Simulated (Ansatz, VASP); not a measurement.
## One calculation of Mo16F, two programs

```
Mo F
1.0
     6.30000    0.00000    0.00000
     0.00000    6.30000    0.00000
     0.00000    0.00000    6.30000
Mo F
16 1
Direct
  0.00363 0.00038 0.99628
  0.49489 0.00038 0.99623
  0.00147 0.50040 0.99967
  0.00064 0.00044 0.50380
  0.24921 0.24904 0.24759
  0.49714 0.50039 0.99974
  0.49794 0.00044 0.50377
  0.74922 0.22034 0.22530
  0.02941 0.50043 0.52612
  0.24920 0.75171 0.24760
  0.24931 0.24604 0.75511
  0.46948 0.50045 0.52590
  0.74921 0.78024 0.22548
  0.74928 0.24823 0.75166
  0.24931 0.75478 0.75515
  0.74928 0.75253 0.75165
  0.74954 0.50022 0.37568
```

Alike in both runs: functional PBE; dispersion D3(BJ); k mesh 3 × 3 × 3; occupations fermi-dirac, width 0.1 eV; no spin polarisation.

Ansatz relaxed the structure, and its values are those at the end. VASP's run is a single point on that final structure, the one shown.

|  | VASP | Ansatz |
| --- | --- | --- |
| version | VASP 6.6.1 | Ansatz 0.2.0 |
| potentials or method | VASP PAW PBE potentials, release 64 (Mo_sv, F), cutoff 520 eV | scalar-relativistic, plane waves, PAW |
| valence electrons in the cell | 231 | 231 |

```tsv
	VASP	Ansatz	Ansatz less VASP
rms of the force components (eV/Å)	0.018	0.010	-0.0083
```
